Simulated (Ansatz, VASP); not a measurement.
## BPb: VASP beside Ansatz

```
B Pb
1.0
     4.02244    0.00000    0.00000
     0.00000    4.02244    0.00000
     0.00000    0.00000   17.00000
B Pb
2 2
Direct
  0.00000 0.50000 0.58574
  0.50000 0.00000 0.41426
  0.00000 0.00000 0.50000
  0.50000 0.50000 0.50000
```

Change from the starting cell: species swapped into a sheet of the BIr type.

Alike in both runs: task single point; functional PBE; k mesh 4 × 4 × 1; occupations gaussian, width 0.1 eV; no spin polarisation.

|  | VASP | Ansatz |
| --- | --- | --- |
| version | VASP 6.6.1 | Ansatz 0.2.0 |
| potentials or method | VASP PAW PBE potentials, release 64 (B, Pb_d), cutoff 520 eV | scalar-relativistic, plane waves, PAW |
| valence electrons in the cell | 34 | 34 |

```tsv
	VASP	Ansatz	Ansatz less VASP
gap on the k mesh at the Fermi level (eV)	none	none	-
rms of the force components (eV/Å)	0.067	0.067	0.0000
```

Atom by atom the forces differ by 0.000 eV/Å (rms over components). A gap of «none» marks a metal or a gap that the smearing closes. Ansatz's warnings: slab cell height set.

The k mesh is coarse, so the values compare programs but aren't converged. Spin-orbit coupling is off throughout.
